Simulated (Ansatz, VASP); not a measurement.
**One calculation of LiNbO3, two programs**

```
Li Nb O
1.0
     2.79435    1.61332    4.82840
    -2.79435    1.61332    4.82840
     0.00000   -3.22664    4.82840
Li Nb O
2 2 6
Direct
  0.25000 0.25000 0.25000
  0.75000 0.75000 0.75000
  0.00000 0.00000 0.00000
  0.50000 0.50000 0.50000
  0.13034 0.36966 0.75000
  0.75000 0.13034 0.36966
  0.36966 0.75000 0.13034
  0.86966 0.63034 0.25000
  0.25000 0.86966 0.63034
  0.63034 0.25000 0.86966
```

Alike in both runs: task single point; functional PBE; k mesh 6 × 6 × 6; occupations gaussian, width 0.05 eV; no spin polarisation.

|  | VASP | Ansatz |
| --- | --- | --- |
| version | VASP 6.6.1 | Ansatz 0.2.0 |
| potentials or method | VASP PAW PBE potentials, release 64 (Li_sv, Nb_sv, O), cutoff 520 eV | scalar-relativistic, plane waves, PAW |
| valence electrons in the cell | 68 | 68 |

Ansatz gave:

| Quantity | Value |
| --- | --- |
| gap on the k mesh at the Fermi level (eV) | 1.92 |
| least direct gap on the mesh (eV) | 2.00 |
| rms of the force components (eV/Å) | 0.459 |

Estimate VASP's values.

gap on the k mesh at the Fermi level (eV): 1.90; least direct gap on the mesh (eV): 1.99; rms of the force components (eV/Å): 0.461.

Atom by atom the forces differ by 0.002 eV/Å (rms over components).

Noted on VASP's run: the cutoff is under 1.25 times that of the potentials, so the pressure is a little rough.
